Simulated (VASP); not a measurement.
# LiLu (Imma) in VASP: single point with LDA

Aim: the single point of LiLu with LDA.

Program: VASP 6.6.1. These are calculated values, not measurements. Logs are shortened: lines on timing, memory, paths and dates and some standing lists are left out, and cuts for length are marked.

## 1. The cell of the first run

It takes space group Imma (No. 74, orthorhombic). Conventional cell: a = 6.166 Å, b = 9.501 Å, c = 6.137 Å, α = 90.00°, β = 90.00°, γ = 90.00°. Li (site symmetry 2/m) has 8 Lu at 3.07 to 3.22 Å and 4 Li at 3.22 Å within 4.0 Å. Li (site symmetry 2/m) has 6 Lu at 3.07 to 3.22 Å and 6 Li at 3.08 to 3.22 Å within 4.0 Å. Within 4.0 Å of Lu (site symmetry 2/m) lie 8 Li at 3.07 to 3.22 Å and 4 Lu at 3.22 Å. Within 4.0 Å of Lu (site symmetry 2/m) lie 6 Li at 3.07 to 3.22 Å and 6 Lu at 3.08 to 3.22 Å.

## 2. Single point, LDA

The input, INCAR:

```
SYSTEM = LiLu
ALGO = Normal
EDIFF = 1E-6
ENCUT = 750
GGA = CA
GGA_COMPAT = .FALSE.
ISIF = 2
ISMEAR = 1
LASPH = .TRUE.
LCHARG = .FALSE.
LREAL = .FALSE.
LWAVE = .FALSE.
NBANDS = 66
NELM = 120
PREC = Accurate
SIGMA = 0.1
```

The input, KPOINTS:

```
k-points
0
G
  4 4 4
  0 0 0
```

The input, POSCAR:

```
LiLu
1.0
   -0.0103698104      4.3499167144      4.7506787657
    4.3499167144     -0.0103698104      4.7506787657
    4.3395469040      4.3395469040      0.0000000000
Li Lu
4 4
Direct
    0.0000000000      0.0000000000      0.0000000000
    0.0000000000      0.5000000000      0.5000000000
    0.5000000000      0.0000000000      0.5000000000
    0.5000000000      0.5000000000      0.5000000000
    0.0000000000      0.0000000000      0.5000000000
    0.0000000000      0.5000000000      0.0000000000
    0.5000000000      0.0000000000      0.0000000000
    0.5000000000      0.5000000000      0.0000000000
```

Potentials or basis: VASP PAW PBE potentials, release 64 (Li_sv, Lu).

Command:

```bash
cat potpaw_PBE.64/Li_sv/POTCAR potpaw_PBE.64/Lu/POTCAR > POTCAR
mpirun -np 1 vasp_std > vasp.out
```

OUTCAR:

```text
SYSTEM = LiLu
   EDIFF = 1E-6
   ENCUT = 750
   GGA = CA
   ISIF = 2
   ISMEAR = 1
   LASPH = .TRUE.
   LREAL = .FALSE.
   NELM = 120
   PREC = Accurate

 ion  position               nearest neighbor table
   1  0.000  0.000  0.000-   5 3.07   5 3.07   8 3.08   8 3.08
   2  0.000  0.500  0.500-   6 3.07   6 3.07
   3  0.500  0.000  0.500-   7 3.07   7 3.07
   4  0.500  0.500  0.500-   8 3.07   8 3.07   5 3.08   5 3.08
   5  0.000  0.000  0.500-   1 3.07   1 3.07   4 3.08   4 3.08   6 3.22   6 3.22   7 3.22   7 3.22

   6  0.000  0.500  0.000-   2 3.07   2 3.07   7 3.08   7 3.08   5 3.22   8 3.22   5 3.22   8 3.22

   7  0.500  0.000  0.000-   3 3.07   3 3.07   6 3.08   6 3.08   8 3.22   8 3.22   5 3.22   5 3.22

   8  0.500  0.500  0.000-   4 3.07   4 3.07   1 3.08   1 3.08   7 3.22   7 3.22   6 3.22   6 3.22

  LATTYP: Found a body centered orthorhombic cell.
 ALAT       =     6.1370460862
 B/A-ratio  =     1.0047792134
 C/A-ratio  =     1.5481971942

  Lattice vectors:

 A1 = (  -4.3499167144,   0.0103698104,   4.7506787657)
 A2 = (   4.3499167144,  -0.0103698104,   4.7506787657)
 A3 = (  -0.0103698104,   4.3499167144,  -4.7506787657)

Analysis of symmetry for initial positions (statically):
=====================================================================
 Subroutine PRICEL returns:
 Original cell was already a primitive cell.

 Routine SETGRP: Setting up the symmetry group for a
 body centered orthorhombic supercell.

 Subroutine GETGRP returns: Found  8 space group operations
 (whereof  4 operations were pure point group operations)
 out of a pool of  8 trial point group operations.

The static configuration has the point symmetry C_2h.
 The point group associated with its full space group is D_2h.

Analysis of symmetry for dynamics (positions and initial velocities):
=====================================================================
 Subroutine PRICEL returns:
 Original cell was already a primitive cell.

 Routine SETGRP: Setting up the symmetry group for a
 body centered orthorhombic supercell.

 Subroutine GETGRP returns: Found  8 space group operations
 (whereof  4 operations were pure point group operations)
 out of a pool of  8 trial point group operations.

The dynamic configuration has the point symmetry C_2h.
 The point group associated with its full space group is D_2h.

 Subroutine INISYM returns: Found  8 space group operations
 (whereof  4 operations are pure point group operations),
 and found     1 'primitive' translations

----------------------------------------------------------------------------------------

                                     Primitive cell

  volume of cell :     179.7815

  direct lattice vectors                    reciprocal lattice vectors
    -0.010369810  4.349916714  4.750678766    -0.114671363  0.114671363  0.105248118
     4.349916714 -0.010369810  4.750678766     0.114671363 -0.114671363  0.105248118
     4.339546904  4.339546904  0.000000000     0.115219402  0.115219402 -0.105248118

  length of vectors
     6.441337725  6.441337725  6.137046086     0.193329277  0.193329277  0.193979864

  position of ions in fractional coordinates (direct lattice)
     0.000000000  0.000000000  0.000000000
     0.000000000  0.500000000  0.500000000
     0.500000000  0.000000000  0.500000000
     0.500000000  0.500000000  0.500000000
     0.000000000  0.000000000  0.500000000
     0.000000000  0.500000000  0.000000000
     0.500000000  0.000000000  0.000000000
     0.500000000  0.500000000  0.000000000

  ion indices of the primitive-cell ions
   primitive index   ion index
                 1           1
                 2           2
                 3           3
                 4           4
                 5           5
                 6           6
                 7           7
                 8           8

----------------------------------------------------------------------------------------

 KPOINTS: k-points

Automatic generation of k-mesh.
 Grid dimensions read from file:
 generate k-points for:    4    4    4

 Generating k-lattice:

  Cartesian coordinates                     Fractional coordinates (reciprocal lattice)
    -0.028667841  0.028667841  0.026312030     0.250000000  0.000000000  0.000000000
     0.028667841 -0.028667841  0.026312030     0.000000000  0.250000000  0.000000000
     0.028804851  0.028804851 -0.026312030     0.000000000  0.000000000  0.250000000

  Length of vectors
     0.048332319  0.048332319  0.048494966

  Shift w.r.t. Gamma in fractional coordinates (k-lattice)
     0.000000000  0.000000000  0.000000000

 Subroutine IBZKPT returns following result:
 ===========================================

 Found     18 irreducible k-points:

 Following reciprocal coordinates:
            Coordinates               Weight
  0.000000  0.000000  0.000000      1.000000
  0.250000 -0.000000  0.000000      4.000000
  0.500000 -0.000000  0.000000      2.000000
  0.250000  0.250000  0.000000      2.000000
  0.500000  0.250000  0.000000      4.000000
 -0.250000  0.250000  0.000000      2.000000
[... 10 lines left out ...]
  0.250000  0.250000  0.500000      2.000000
 -0.250000  0.250000  0.500000      2.000000
   k-points           NKPTS =     18   k-points in BZ     NKDIM =     18   number of bands    NBANDS=     66
   number of dos      NEDOS =    301   number of ions     NIONS =      8
   total plane-waves  NPLWV = 201600
   dimension x,y,z NGX =    60 NGY =   60 NGZ =   56
   dimension x,y,z NGXF=   120 NGYF=  120 NGZF=  112
   ions per type =               4   4
   NGX,Y,Z   is equivalent  to a cutoff of  15.49, 15.49, 15.17 a.u.
   NGXF,Y,Z  is equivalent  to a cutoff of  30.97, 30.97, 30.34 a.u.
 SYSTEM =  LiLu
   PREC   = accura    normal or accurate (medium, high low for compatibility)
   ISTART =      0    job   : 0-new  1-cont  2-samecut
   ICHARG =      2    charge: 1-file 2-atom 10-const
   ISPIN  =      1    spin polarized calculation?
   LNONCOLLINEAR =      F non collinear calculations
   LSORBIT =      F    spin-orbit coupling
   LASPH  =      T    aspherical Exc in radial PAW
   ENCUT  =  750.0 eV  55.12 Ry    7.42 a.u.  14.38 14.38 13.70*2*pi/ulx,y,z
   NELM   =    120;   NELMIN=  2; NELMDL= -5     # of ELM steps
   EDIFF  = 0.1E-05   stopping-criterion for ELM
   LREAL  =      F    real-space projection
   EDIFFG = 0.1E-04   stopping-criterion for IOM
   NSW    =      0    number of steps for IOM
   IBRION =     -1    ionic relax: 0-MD 1-quasi-New 2-CG
   NFREE  =      0    steps in history (QN), initial steepest desc. (CG)
   ISIF   =      2    stress and relaxation
   ISYM   =      2    0-nonsym 1-usesym 2-fastsym
   POTIM  = 0.5000    time-step for ionic-motion
   TEBEG  =    0.0;   TEEND  =   0.0 temperature during run
   PSTRESS=    0.0 pullay stress
   NELECT =     112.0000    total number of electrons
   NUPDOWN=      -1.0000    fix difference up-down
   EMIN   =  10.00;   EMAX   =-10.00  energy-range for DOS
   EFERMI =   0.00;   METHOD = LEGACY
   ISMEAR =     1;   SIGMA  =   0.10  broadening in eV -4-tet -1-fermi 0-gaus
   EFERMI_NEDOS =   21; number of points for ismear=-14 and -15
   IALGO  =     38    algorithm
   IMIX   =      4    mixing-type and parameters
     AMIX     =   0.40;   BMIX     =  1.00
     AMIX_MAG =   1.60;   BMIX_MAG =  1.00
  volume/ion in A,a.u.               =      22.47       151.65
  Fermi-wavevector in a.u.,A,eV,Ry     =   1.398189  2.642194 26.598463  1.954932
  Thomas-Fermi vector in A             =   2.521371
   LORBIT       =      0    0 simple, 1 ext, 2 COOP (PROOUT), +10 PAW based schemes
   GGA     = CA    functional components
   LHFCALC =     F    Hartree Fock is set to
   AEXX    =    0.0000 exact exchange contribution
   IVDW    =     0    specifies the selected vdW correction
   LEPSILON=     F    determine dielectric tensor
   LRPA    =     F    only Hartree local field effects (RPA)
 non-spin polarized calculation
 Methfessel and Paxton  Order N= 1 SIGMA  =   0.10
  energy-cutoff  :      750.00
  volume of cell :      179.78
 maximum number of plane-waves:      8441
 NGX is ok and might be reduce to    60
   NGX = 29   NGY = 29   NGZ = 27

 number of electron     112.0000015 magnetization

 Free energy of the ion-electron system (eV)
  ---------------------------------------------------
  ext. energy  EPLUGINS =         0.00000000
  ---------------------------------------------------
  free energy    TOTEN  =       -26.96545241 eV

  energy without entropy =      -26.96500052  energy(sigma->0) =      -26.96530178

 E-fermi :   1.6484     XC(G=0):  -9.8258

 val. band max:        1.6448268519   @ k =   0.0000   0.0000   0.5000
 cond. band min:       1.6604834794   @ k =   0.5000  -0.0000   0.0000
 fundamental gap:      0.0156566275
 Fermi energy:         1.6483665561

 k-point     1 :       0.0000    0.0000    0.0000
  band No.  band energies     occupation
      1     -54.6100      2.00000
      2     -54.6077      2.00000
      3     -54.2006      2.00000
      4     -54.1573      2.00000
      5     -43.2031      2.00000
      6     -43.1966      2.00000
[... 58 lines left out ...]
     65       3.9414      0.00000
     66       4.2787      0.00000

 k-point     2 :       0.2500   -0.0000    0.0000
  band No.  band energies     occupation
      1     -54.6094      2.00000
      2     -54.6078      2.00000
      3     -54.1945      2.00000
      4     -54.1639      2.00000
      5     -43.2022      2.00000
      6     -43.1976      2.00000
[... 58 lines left out ...]
     65       3.9093      0.00000
     66       4.3216      0.00000

 k-point     3 :       0.5000   -0.0000    0.0000
  band No.  band energies     occupation
      1     -54.6084      2.00000
      2     -54.6084      2.00000
      3     -54.1794      2.00000
      4     -54.1794      2.00000
      5     -43.1999      2.00000
      6     -43.1999      2.00000
[... 1024 lines left out ...]
     65       4.8108      0.00000
     66       4.9008      0.00000

 k-point    18 :      -0.2500    0.2500    0.5000
  band No.  band energies     occupation
      1     -54.6084      2.00000
      2     -54.6084      2.00000
      3     -54.1794      2.00000
      4     -54.1794      2.00000
      5     -43.1999      2.00000
      6     -43.1999      2.00000
[... 58 lines left out ...]
     65       4.5978      0.00000
     66       4.6004      0.00000

------------------------ aborting loop because EDIFF is reached ----------------------------------------

  FORCE on cell =-STRESS in cart. coord.  units (eV):
  Direction    XX          YY          ZZ          XY          YZ          ZX
  --------------------------------------------------------------------------------------
  -------------------------------------------------------------------------------------
  Total       -0.1023977     -0.1023977     -0.0079674     -0.1451853      0.0000000      0.0000000
  in kB       -0.9125482     -0.9125482     -0.0710035     -1.2938624      0.0000000      0.0000000
  external PRESSURE =      -0.6320333 kB  Pullay stress =       0.0000000 kB

 VOLUME and BASIS-vectors are now :
 -----------------------------------------------------------------------------
  energy-cutoff  :      750.00
  volume of cell :      179.78
      direct lattice vectors                 reciprocal lattice vectors
    -0.010369810  4.349916714  4.750678766    -0.114671363  0.114671363  0.105248118
     4.349916714 -0.010369810  4.750678766     0.114671363 -0.114671363  0.105248118
     4.339546904  4.339546904  0.000000000     0.115219402  0.115219402 -0.105248118

 POSITION                                       TOTAL-FORCE (eV/Angst)
 -----------------------------------------------------------------------------------
      0.00000      0.00000      0.00000         0.000000      0.000000      0.000000
      4.34473      2.16459      2.37534         0.000000     -0.000000      0.000000
      2.16459      4.34473      2.37534         0.000000     -0.000000      0.000000
      4.33955      4.33955      4.75068         0.000000     -0.000000      0.000000
      2.16977      2.16977      0.00000        -0.000000     -0.000000     -0.000000
      2.17496     -0.00518      2.37534         0.000000     -0.000000      0.000000
     -0.00518      2.17496      2.37534         0.000000     -0.000000      0.000000
      2.16977      2.16977      4.75068        -0.000000      0.000000     -0.000000
 -----------------------------------------------------------------------------------
    total drift:                               -0.000000     -0.000000     -0.000000

  FREE ENERGIE OF THE ION-ELECTRON SYSTEM (eV)
  ---------------------------------------------------
  free  energy   TOTEN  =       -26.9654524126 eV

  energy  without entropy=      -26.9650005181  energy(sigma->0) =      -26.96530178
```

Wall time 11 min (1 thread of Intel Xeon Platinum 8259CL at 2.50GHz (Skylake/Cascade Lake), shared host); peak memory 0.52 GiB.

Results:

| Property | Result |
| --- | --- |
| Free energy | -26.9655 eV |
| Pressure | -0.1 GPa |
| Band gap on the k mesh | zero (bands 56 and 57 overlap by 0.08 eV) |

Stress tensor (GPa, compression positive):
```
-0.09 -0.13  0.00
-0.13 -0.09  0.00
 0.00  0.00 -0.01
```

Caveat: the PAW data sets were made with another functional, which shifts forces and pressure a little; spin-orbit coupling is left out, which moves the levels of the heavy elements.
